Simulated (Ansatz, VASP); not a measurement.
**WS2: VASP beside Ansatz**

Contents of INCAR:

```
PREC = Accurate ; ENCUT = 520
EDIFF = 1E-8 ; ISMEAR = -1
SIGMA = 0.08 ; LREAL = F
LASPH = T ; NELM = 100
ALGO = Normal ; ISIF = 2
LWAVE = F ; LCHARG = F
LEFG = T ; NBANDS = 20
```

File KPOINTS:

```
Automatic mesh
0
Gamma
  13 13 13
```

POSCAR

```
WS2
1.0
    1.6263703958      0.9389853858      6.1633300000
   -1.6263703958      0.9389853858      6.1633300000
    0.0000000000     -1.8779707716      6.1633300000
W S
1 2
Direct
    0.0000000000      0.0000000000      0.0000000000
    0.7503000000      0.7503000000      0.7503000000
    0.5810000000      0.5810000000      0.5810000000
```

Input for Ansatz:

```yaml
crystal:
  lattice:
    - [1.6263703958, 0.9389853858, 6.16333]
    - [-1.6263703958, 0.9389853858, 6.16333]
    - [0.0, -1.8779707716, 6.16333]
  atoms:
    - { symbol: W, position: [0.0, 0.0, 0.0] }
    - { symbol: S, position: [0.7503, 0.7503, 0.7503] }
    - { symbol: S, position: [0.581, 0.581, 0.581] }
kpoints:
  mp_grid: { grid: [13, 13, 13] }
scf:
  occupations: { method: fermi_dirac, width: 0.08 }
hamiltonian:
  xc: lda
  pseudopotentials: { kind: all_electron, datasets: crystal }
output:
  forces: true
  stress: true
  eigenvalues: true
  efg: { contact_densities: true }
```

Change from the starting cell: equal xx and yy strain of +3 %, crystal datasets.

Alike in both runs: task electric field gradients; functional LDA; k mesh 13 × 13 × 13; occupations fermi-dirac, width 0.08 eV; no spin polarisation.

|  | VASP | Ansatz |
| --- | --- | --- |
| version | VASP 6.6.1 | Ansatz 0.2.0 |
| potentials or method | VASP PAW LDA potentials, release 64 (W_sv, S), cutoff 520 eV | all-electron PAW with datasets made for the crystal, scalar-relativistic |

VASP gave:

| Item | Value |
| --- | --- |
| pressure (GPa) | -11.4 |
| traceless stress, the component that is largest in VASP (GPa) | 3.02 |
| rms of the force components (eV/Å) | 0.439 |
| size of Vzz on the site where it differs most (V/Å²) | 159.7 |

Task: Estimate Ansatz's values.

Result: Pressure (GPa): -11.7; traceless stress, the component that is largest in VASP (GPa): 2.99; rms of the force components (eV/Å): 0.454; size of Vzz on the site where it differs most (V/Å²): 179.1.

LDA's correlation is that of Perdew and Zunger in VASP and of Perdew and Wang (1992) in Ansatz. Atom by atom the forces differ by 0.018 eV/Å (rms over components). Ansatz ran all-electron here, and VASP with PAW potentials.

Neither program's run includes spin-orbit coupling.
